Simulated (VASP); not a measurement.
Write the native input for VASP 6.6.1 that does the following.

```
Task                   : single point
Functional             : RPBE
Potentials or basis    : VASP PAW PBE potentials, release 64 (Co)
Cutoff                 : 520 eV
k mesh                 : 12 × 12 × 17
Occupations            : fermi-dirac, width 0.1 eV
Spin                   : no spin polarisation
Dipole correction      : no
Further INCAR settings : ALGO = Normal; EDIFF = 1e-06; NBANDS = 20
```

The structure of Co lies in POSCAR:

```
Co
1.0
    3.9927169426      0.0000000000      0.0000000000
   -1.9963584713      3.4577943024      0.0000000000
    0.0000000000      0.0000000000      2.4485154778
Co
3
Direct
    0.0000000000      0.0000000000      0.0000000000
    0.3333333333      0.6666666667      0.5000000000
    0.6666666667      0.3333333333      0.5000000000
```

This cell differs from its parent crystal: volume scaled by 1.04.

One way to write it, as run:

INCAR

```
SYSTEM = Co
PREC     = Accurate       ! precision mode
ENCUT    = 520            ! plane-wave cutoff, eV
EDIFF    = 1E-6           ! SCF threshold, eV
ISMEAR   = -1             ! smearing method
SIGMA    = 0.1            ! smearing width, eV
LREAL    = .False.        ! projectors in reciprocal space
LASPH    = .True.         ! aspherical terms in the spheres
NELM     = 100            ! most SCF steps
ALGO     = Normal         ! electronic algorithm
ISIF     = 2              ! what is computed and relaxed
LWAVE    = .False.        ! write WAVECAR
LCHARG   = .False.        ! write CHGCAR
GGA      = RP             ! functional
NBANDS   = 20             ! bands
```

KPOINTS

```
regular mesh
0
Gamma
  12 12 17
  0 0 0
```

Potentials or basis: VASP PAW PBE potentials, release 64 (Co).

The run is started by

```sh
$ cat potpaw_PBE.64/Co/POTCAR > POTCAR
$ mpirun -np 1 vasp_std > vasp.out
```

It gave:

| Quantity | Value |
| --- | --- |
| Pressure | -8.0 GPa |

Caveat: the PAW data sets were made with another functional, which shifts forces and pressure a little; the run has no spin polarisation, though such a crystal can be magnetic.

It took 45 s on 1 thread of Intel(R) Xeon(R) 6975P-C (Granite Rapids), on a shared host, peak memory 0.21 GiB.
